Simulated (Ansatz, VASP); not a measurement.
**SiC in VASP and in Ansatz**

```
Si C
1.0
     3.09499    0.00000    0.00000
    -1.54750    2.68034    0.00000
     0.00000    0.00000   15.18641
Si C
6 6
Direct
  0.00000 0.00000 0.99996
  0.33333 0.66667 0.16669
  0.66667 0.33333 0.33318
  0.00000 0.00000 0.49996
  0.66667 0.33333 0.66669
  0.33333 0.66667 0.83318
  0.00000 0.00000 0.12531
  0.33333 0.66667 0.29168
  0.66667 0.33333 0.45817
  0.00000 0.00000 0.62531
  0.66667 0.33333 0.79168
  0.33333 0.66667 0.95817
```

Alike in both runs: functional PBE; k mesh 12 × 12 × 2; no spin polarisation.

Ansatz relaxed the structure, and its values are those at the end. VASP's run is a single point on that final structure, the one shown.

|  | VASP | Ansatz |
| --- | --- | --- |
| version | VASP 6.6.1 | Ansatz 0.2.0 |
| potentials or method | VASP PAW PBE potentials, release 64 (Si, C), cutoff 520 eV | scalar-relativistic, plane waves, PAW |
| occupations | gaussian, width 0.01 eV | fixed |
| valence electrons in the cell | 48 | 48 |

Ansatz gave:

| Quantity | Value |
| --- | --- |
| gap on the k mesh at the Fermi level (eV) | 2.03 |
| least direct gap on the mesh (eV) | 3.13 |
| pressure (GPa) | 0.0 |

**Question.** Which values does VASP return?

**Answer.** gap on the k mesh at the Fermi level (eV): 2.03; least direct gap on the mesh (eV): 3.12; pressure (GPa): 0.0.
